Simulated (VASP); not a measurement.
WS2, 6 atoms in the cell. The structure is hexagonal, space group P6_3/mmc (No. 194). Conventional cell: a = 3.601 Å, b = 3.601 Å, c = 12.868 Å, α = 90.00°, β = 90.00°, γ = 120.00°. Within 3.7 Å of W (site symmetry -6m2) lie 6 S at 2.72 Å and 6 W at 3.60 Å. S (site symmetry 3m) has 3 W at 2.72 Å and 10 S at 3.52 to 3.60 Å within 3.7 Å. 

```yaml
Program: VASP 6.6.1
Task: relaxation of cell and atoms
Functional: PBE
Dispersion: D3(BJ)
Potentials_or_basis: VASP PAW PBE potentials, release 64 (W_sv, S)
Cutoff: 600 eV
k_mesh: 12 × 12 × 2
Occupations: fermi-dirac, width 0.02 eV
Spin: no spin polarisation
Dipole_correction: no
Further_INCAR_settings: ALGO = Normal; EDIFF = 1e-07; IBRION = 2; EDIFFG = -0.005; NSW = 80; ISIF = 3
```

Potentials or basis: VASP PAW PBE potentials, release 64 (W_sv, S).

The run is started by

```console
$ cat potpaw_PBE.64/W_sv/POTCAR potpaw_PBE.64/S/POTCAR > POTCAR
$ mpirun -np 1 vasp_std > vasp.out
```

Hardware: 1 thread of Intel(R) Xeon(R) Platinum 8488C (Sapphire Rapids), with other jobs on the host.

Q: Estimate the wall time of this run.

A: Run time: 50 min on 1 thread of Intel(R) Xeon(R) Platinum 8488C (Sapphire Rapids) (shared host), peak memory 0.45 GiB. Counts: scf iterations 175, k points 38, ion steps 17.
